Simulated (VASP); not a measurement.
# InP (F-43m) in VASP: further runs

Runs on InP. Level: LDA. Tasks: single point, relaxation of cell and atoms.

Program: VASP 6.6.1. These are calculated values, not measurements. Logs are shortened: lines on timing, memory, paths and dates and some standing lists are left out, and cuts for length are marked.

**1. The cell of the first run**

It takes space group F-43m (No. 216, cubic). Conventional cell: a = 5.827 Å, b = 5.827 Å, c = 5.827 Å, α = 90.00°, β = 90.00°, γ = 90.00°. In (site symmetry -43m) has 4 P at 2.52 Å within 3.3 Å. P (site symmetry -43m) has 4 In at 2.52 Å within 3.3 Å.

**2. Single point, LDA**

INCAR reads:

```
PREC = Accurate
ENCUT = 500
EDIFF = 1E-6
ISMEAR = 0
SIGMA = 0.02
LREAL = F
LASPH = T
NELM = 120
ALGO = Normal
ISIF = 2
LWAVE = F
LCHARG = F
NBANDS = 16
GGA_COMPAT = F
```

KPOINTS reads:

```
regular mesh
0
Gamma
  8 8 8
```

POSCAR reads:

```
InP
1.0
    0.0000000000      2.9133283654      2.9133283654
    2.9133283654      0.0000000000      2.9133283654
    2.9133283654      2.9133283654      0.0000000000
In P
1 1
Direct
    0.0000000000      0.0000000000      0.0000000000
    0.7500000000      0.7500000000      0.7500000000
```

Potentials or basis: VASP PAW LDA potentials, release 64 (In_d, P).

Run with:

```
$ cat potpaw_LDA.64/In_d/POTCAR potpaw_LDA.64/P/POTCAR > POTCAR
$ mpirun -np 1 vasp_std > vasp.out
```

OUTCAR:

```text
PREC = Accurate
   ENCUT = 500
   EDIFF = 1E-6
   ISMEAR = 0
   LREAL = F
   LASPH = T
   NELM = 120
   ISIF = 2

 ion  position               nearest neighbor table
   1  0.000  0.000  0.000-   2 2.52   2 2.52   2 2.52   2 2.52
   2  0.750  0.750  0.750-   1 2.52   1 2.52   1 2.52   1 2.52

  LATTYP: Found a face centered cubic cell.
 ALAT       =     5.8266567308

  Lattice vectors:

 A1 = (   0.0000000000,   2.9133283654,   2.9133283654)
 A2 = (   2.9133283654,   0.0000000000,   2.9133283654)
 A3 = (   2.9133283654,   2.9133283654,   0.0000000000)

Analysis of symmetry for initial positions (statically):
=====================================================================
 Subroutine PRICEL returns:
 Original cell was already a primitive cell.

 Routine SETGRP: Setting up the symmetry group for a
 face centered cubic supercell.

 Subroutine GETGRP returns: Found 24 space group operations
 (whereof 24 operations were pure point group operations)
 out of a pool of 48 trial point group operations.

The static configuration has the point symmetry T_d .

Analysis of symmetry for dynamics (positions and initial velocities):
=====================================================================
 Subroutine PRICEL returns:
 Original cell was already a primitive cell.

 Routine SETGRP: Setting up the symmetry group for a
 face centered cubic supercell.

 Subroutine GETGRP returns: Found 24 space group operations
 (whereof 24 operations were pure point group operations)
 out of a pool of 48 trial point group operations.

The dynamic configuration has the point symmetry T_d .

 Subroutine INISYM returns: Found 24 space group operations
 (whereof 24 operations are pure point group operations),
 and found     1 'primitive' translations

----------------------------------------------------------------------------------------

                                     Primitive cell

  volume of cell :      49.4536

  direct lattice vectors                    reciprocal lattice vectors
     0.000000000  2.913328365  2.913328365    -0.171625007  0.171625007  0.171625007
     2.913328365  0.000000000  2.913328365     0.171625007 -0.171625007  0.171625007
     2.913328365  2.913328365  0.000000000     0.171625007  0.171625007 -0.171625007

  length of vectors
     4.120068486  4.120068486  4.120068486     0.297263231  0.297263231  0.297263231

  position of ions in fractional coordinates (direct lattice)
     0.000000000  0.000000000  0.000000000
     0.750000000  0.750000000  0.750000000

  ion indices of the primitive-cell ions
   primitive index   ion index
                 1           1
                 2           2

----------------------------------------------------------------------------------------

 KPOINTS: regular mesh

Automatic generation of k-mesh.
 Grid dimensions read from file:
 generate k-points for:    8    8    8

 Generating k-lattice:

  Cartesian coordinates                     Fractional coordinates (reciprocal lattice)
    -0.021453126  0.021453126  0.021453126     0.125000000  0.000000000  0.000000000
     0.021453126 -0.021453126  0.021453126     0.000000000  0.125000000  0.000000000
     0.021453126  0.021453126 -0.021453126     0.000000000  0.000000000  0.125000000

  Length of vectors
     0.037157904  0.037157904  0.037157904

  Shift w.r.t. Gamma in fractional coordinates (k-lattice)
     0.000000000  0.000000000  0.000000000

 Subroutine IBZKPT returns following result:
 ===========================================

 Found     29 irreducible k-points:

 Following reciprocal coordinates:
            Coordinates               Weight
  0.000000  0.000000  0.000000      1.000000
  0.125000  0.000000  0.000000      8.000000
  0.250000  0.000000  0.000000      8.000000
  0.375000  0.000000  0.000000      8.000000
  0.500000  0.000000  0.000000      4.000000
  0.125000  0.125000  0.000000      6.000000
[... 16 lines left out ...]
  0.500000  0.250000  0.125000     48.000000
 -0.375000  0.250000  0.125000     24.000000
 [... further k-points ...]
   k-points           NKPTS =     29   k-points in BZ     NKDIM =     29   number of bands    NBANDS=     16
   number of dos      NEDOS =    301   number of ions     NIONS =      2
   total plane-waves  NPLWV =  27000
   dimension x,y,z NGX =    30 NGY =   30 NGZ =   30
   dimension x,y,z NGXF=    60 NGYF=   60 NGZF=   60
   ions per type =               1   1
   NGX,Y,Z   is equivalent  to a cutoff of  12.11, 12.11, 12.11 a.u.
   NGXF,Y,Z  is equivalent  to a cutoff of  24.21, 24.21, 24.21 a.u.
 SYSTEM =  unknown system
   PREC   = accura    normal or accurate (medium, high low for compatibility)
   ISTART =      0    job   : 0-new  1-cont  2-samecut
   ICHARG =      2    charge: 1-file 2-atom 10-const
   ISPIN  =      1    spin polarized calculation?
   LNONCOLLINEAR =      F non collinear calculations
   LSORBIT =      F    spin-orbit coupling
   LASPH  =      T    aspherical Exc in radial PAW
   ENCUT  =  500.0 eV  36.75 Ry    6.06 a.u.   7.51  7.51  7.51*2*pi/ulx,y,z
   NELM   =    120;   NELMIN=  2; NELMDL= -5     # of ELM steps
   EDIFF  = 0.1E-05   stopping-criterion for ELM
   LREAL  =      F    real-space projection
   EDIFFG = 0.1E-04   stopping-criterion for IOM
   NSW    =      0    number of steps for IOM
   IBRION =     -1    ionic relax: 0-MD 1-quasi-New 2-CG
   NFREE  =      0    steps in history (QN), initial steepest desc. (CG)
   ISIF   =      2    stress and relaxation
   ISYM   =      2    0-nonsym 1-usesym 2-fastsym
   POTIM  = 0.5000    time-step for ionic-motion
   TEBEG  =    0.0;   TEEND  =   0.0 temperature during run
   PSTRESS=    0.0 pullay stress
   NELECT =      18.0000    total number of electrons
   NUPDOWN=      -1.0000    fix difference up-down
   EMIN   =  10.00;   EMAX   =-10.00  energy-range for DOS
   EFERMI =   0.00;   METHOD = LEGACY
   ISMEAR =     0;   SIGMA  =   0.02  broadening in eV -4-tet -1-fermi 0-gaus
   EFERMI_NEDOS =   21; number of points for ismear=-14 and -15
   IALGO  =     38    algorithm
   IMIX   =      4    mixing-type and parameters
     AMIX     =   0.40;   BMIX     =  1.00
     AMIX_MAG =   1.60;   BMIX_MAG =  1.00
  volume/ion in A,a.u.               =      24.73       166.86
  Fermi-wavevector in a.u.,A,eV,Ry     =   1.168870  2.208844 18.589058  1.366257
  Thomas-Fermi vector in A             =   2.305351
   LORBIT       =      0    0 simple, 1 ext, 2 COOP (PROOUT), +10 PAW based schemes
   GGA     = CA    functional components
   LHFCALC =     F    Hartree Fock is set to
   AEXX    =    0.0000 exact exchange contribution
   IVDW    =     0    specifies the selected vdW correction
   LEPSILON=     F    determine dielectric tensor
   LRPA    =     F    only Hartree local field effects (RPA)
 non-spin polarized calculation
 Gauss-broadening in eV      SIGMA  =   0.02
  energy-cutoff  :      500.00
  volume of cell :       49.45
 maximum number of plane-waves:      1283
   NGX = 15   NGY = 15   NGZ = 15

 number of electron      18.0000011 magnetization

 Free energy of the ion-electron system (eV)
  ---------------------------------------------------
  ext. energy  EPLUGINS =         0.00000000
  ---------------------------------------------------
  free energy    TOTEN  =        -9.67211119 eV

  energy without entropy =       -9.67211119  energy(sigma->0) =       -9.67211119

 E-fermi :   5.3608     XC(G=0):  -9.6868

 val. band max:        5.2061796656   @ k =   0.0000   0.0000   0.0000
 cond. band min:       5.8120674695   @ k =   0.0000   0.0000   0.0000
 fundamental gap:      0.6058878038
 Fermi energy:         5.3608195566

 k-point     1 :       0.0000    0.0000    0.0000
  band No.  band energies     occupation
      1      -9.0198      2.00000
      2      -9.0198      2.00000
      3      -9.0198      2.00000
      4      -8.8558      2.00000
      5      -8.8558      2.00000
      6      -6.4621      2.00000
[... 8 lines left out ...]
     15      14.6850      0.00000
     16      14.6850      0.00000

 k-point     2 :       0.1250    0.0000    0.0000
  band No.  band energies     occupation
      1      -9.0403      2.00000
      2      -9.0118      2.00000
      3      -9.0118      2.00000
      4      -8.8558      2.00000
      5      -8.8558      2.00000
      6      -6.2771      2.00000
[... 8 lines left out ...]
     15      13.9879      0.00000
     16      14.3727      0.00000

 k-point     3 :       0.2500    0.0000    0.0000
  band No.  band energies     occupation
      1      -9.0869      2.00000
      2      -8.9947      2.00000
      3      -8.9947      2.00000
      4      -8.8531      2.00000
      5      -8.8531      2.00000
      6      -5.7587      2.00000
[... 8 lines left out ...]
     15      13.7491      0.00000
     16      14.1376      0.00000

 k-point     4 :       0.3750    0.0000    0.0000
  band No.  band energies     occupation
      1      -9.1302      2.00000
      2      -8.9819      2.00000
      3      -8.9819      2.00000
      4      -8.8459      2.00000
      5      -8.8459      2.00000
      6      -5.0573      2.00000
[... 8 lines left out ...]
     15      14.6949      0.00000
     16      14.6949      0.00000

 k-point     5 :       0.5000    0.0000    0.0000
  band No.  band energies     occupation
      1      -9.1474      2.00000
      2      -8.9780      2.00000
      3      -8.9780      2.00000
      4      -8.8414      2.00000
      5      -8.8414      2.00000
      6      -4.6494      2.00000
[... 8 lines left out ...]
     15      15.8499      0.00000
     16      15.8499      0.00000

 k-point     6 :       0.1250    0.1250    0.0000
  band No.  band energies     occupation
      1      -9.0551      2.00000
      2      -9.0040      2.00000
      3      -9.0040      2.00000
      4      -8.8625      2.00000
      5      -8.8503      2.00000
      6      -6.2162      2.00000
[... 8 lines left out ...]
     15      14.8133      0.00000
     16      14.8252      0.00000

 k-point     7 :       0.2500    0.1250    0.0000
  band No.  band energies     occupation
      1      -9.0927      2.00000
      2      -8.9894      2.00000
      3      -8.9859      2.00000
      4      -8.8673      2.00000
      5      -8.8448      2.00000
      6      -5.8090      2.00000
[... 8 lines left out ...]
     15      14.6722      0.00000
     16      15.4629      0.00000

 k-point     8 :       0.3750    0.1250    0.0000
  band No.  band energies     occupation
      1      -9.1302      2.00000
      2      -8.9784      2.00000
      3      -8.9713      2.00000
      4      -8.8637      2.00000
      5      -8.8394      2.00000
      6      -5.1538      2.00000
[... 8 lines left out ...]
     15      15.0811      0.00000
     16      15.2754      0.00000

 k-point     9 :       0.5000    0.1250    0.0000
  band No.  band energies     occupation
      1      -9.1507      2.00000
      2      -8.9741      2.00000
      3      -8.9665      2.00000
      4      -8.8530      2.00000
      5      -8.8394      2.00000
      6      -4.5816      2.00000
[... 8 lines left out ...]
     15      15.7480      0.00000
     16      15.8803      0.00000
[... 172 lines left out ...]
 k-point    19 :       0.5000    0.3750    0.0000
  band No.  band energies     occupation
      1      -9.2019      2.00000
      2      -8.9241      2.00000
      3      -8.9158      2.00000
      4      -8.9010      2.00000
      5      -8.8232      2.00000
      6      -4.1082      2.00000
[... 8 lines left out ...]
     15      16.1153      0.00000
     16      17.1916      0.00000

 k-point    20 :      -0.3750    0.3750    0.0000
  band No.  band energies     occupation
      1      -9.1867      2.00000
      2      -8.9416      2.00000
      3      -8.9229      2.00000
      4      -8.8859      2.00000
      5      -8.8340      2.00000
      6      -3.9673      2.00000
[... 8 lines left out ...]
     15      15.0782      0.00000
     16      18.0463      0.00000

 k-point    21 :       0.5000    0.5000    0.0000
  band No.  band energies     occupation
      1      -9.2165      2.00000
      2      -8.9129      2.00000
      3      -8.9071      2.00000
      4      -8.9071      2.00000
      5      -8.8178      2.00000
      6      -3.9588      2.00000
[... 8 lines left out ...]
     15      15.9968      0.00000
     16      17.0049      0.00000

 k-point    22 :       0.3750    0.2500    0.1250
  band No.  band energies     occupation
      1      -9.1268      2.00000
      2      -8.9741      2.00000
      3      -8.9672      2.00000
      4      -8.8730      2.00000
      5      -8.8395      2.00000
      6      -5.3276      2.00000
[... 8 lines left out ...]
     15      15.3824      0.00000
     16      16.7615      0.00000

 k-point    23 :       0.5000    0.2500    0.1250
  band No.  band energies     occupation
      1      -9.1518      2.00000
      2      -8.9686      2.00000
      3      -8.9514      2.00000
      4      -8.8688      2.00000
      5      -8.8393      2.00000
      6      -4.6824      2.00000
[... 8 lines left out ...]
     15      15.9805      0.00000
     16      16.5692      0.00000

 k-point    24 :      -0.3750    0.2500    0.1250
  band No.  band energies     occupation
      1      -9.1609      2.00000
      2      -8.9681      2.00000
      3      -8.9460      2.00000
      4      -8.8624      2.00000
      5      -8.8420      2.00000
      6      -4.3154      2.00000
[... 8 lines left out ...]
     15      15.8216      0.00000
     16      16.5098      0.00000

 [... further k-points ...]

------------------------ aborting loop because EDIFF is reached ----------------------------------------

  FORCE on cell =-STRESS in cart. coord.  units (eV):
  Direction    XX          YY          ZZ          XY          YZ          ZX
  --------------------------------------------------------------------------------------
  -------------------------------------------------------------------------------------
  Total        0.0058690      0.0058690      0.0058690      0.0000000      0.0000000      0.0000000
  in kB        0.1901398      0.1901398      0.1901398      0.0000000      0.0000000      0.0000000
  external PRESSURE =       0.1901398 kB  Pullay stress =       0.0000000 kB

 VOLUME and BASIS-vectors are now :
 -----------------------------------------------------------------------------
  energy-cutoff  :      500.00
  volume of cell :       49.45
      direct lattice vectors                 reciprocal lattice vectors
     0.000000000  2.913328365  2.913328365    -0.171625007  0.171625007  0.171625007
     2.913328365  0.000000000  2.913328365     0.171625007 -0.171625007  0.171625007
     2.913328365  2.913328365  0.000000000     0.171625007  0.171625007 -0.171625007

 POSITION                                       TOTAL-FORCE (eV/Angst)
 -----------------------------------------------------------------------------------
      0.00000      0.00000      0.00000         0.000000     -0.000000     -0.000000
      4.36999      4.36999      4.36999        -0.000000      0.000000      0.000000
 -----------------------------------------------------------------------------------
    total drift:                                0.000000      0.000000      0.000000

  FREE ENERGIE OF THE ION-ELECTRON SYSTEM (eV)
  ---------------------------------------------------
  free  energy   TOTEN  =        -9.6721111948 eV

  energy  without entropy=       -9.6721111948  energy(sigma->0) =       -9.67211119
```

Wall time 29 s (1 thread of AMD EPYC 7R43 (Zen 3), shared host); peak memory 0.11 GiB.

Results:

```yaml
Free_energy: -9.6721 eV
Pressure: 0.0 GPa
Band_gap_on_the_k_mesh: 0.61 eV
```

Caveat: spin-orbit coupling is left out, which moves the levels of the heavy elements.

(Continued in part 2 of 2.)
